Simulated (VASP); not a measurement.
Ir, 5 atoms in the cell. The cell holds a slab with vacuum, 5 atoms: a = 2.738 Å, b = 2.738 Å, c = 24.942 Å, α = 90.00°, β = 90.00°, γ = 120.00°. 

| Property | Result |
| --- | --- |
| Program | VASP 6.6.1 |
| Task | single point |
| Functional | PBE |
| Potentials or basis | VASP PAW PBE potentials, release 64 (Ir) |
| Cutoff | 520 eV |
| k mesh | 15 × 15 × 1 |
| Occupations | fermi-dirac, width 0.1 eV |
| Spin | no spin polarisation |
| Dipole correction | yes |
| Further INCAR settings | ALGO = Normal; EDIFF = 1e-06; NBANDS = 30 |

Potentials or basis: VASP PAW PBE potentials, release 64 (Ir).

The run is started by

```console
$ cat potpaw_PBE.64/Ir/POTCAR > POTCAR
$ mpirun -np 1 vasp_std > vasp.out
```

Hardware: 1 thread of Intel(R) Xeon(R) 6975P-C (Granite Rapids) (shared host).

Q: Estimate the wall time of this run.

A: It took 2.2 min on 1 thread of Intel(R) Xeon(R) 6975P-C (Granite Rapids), on a shared host, peak memory 0.31 GiB. Counts: scf iterations 26, k points 27.
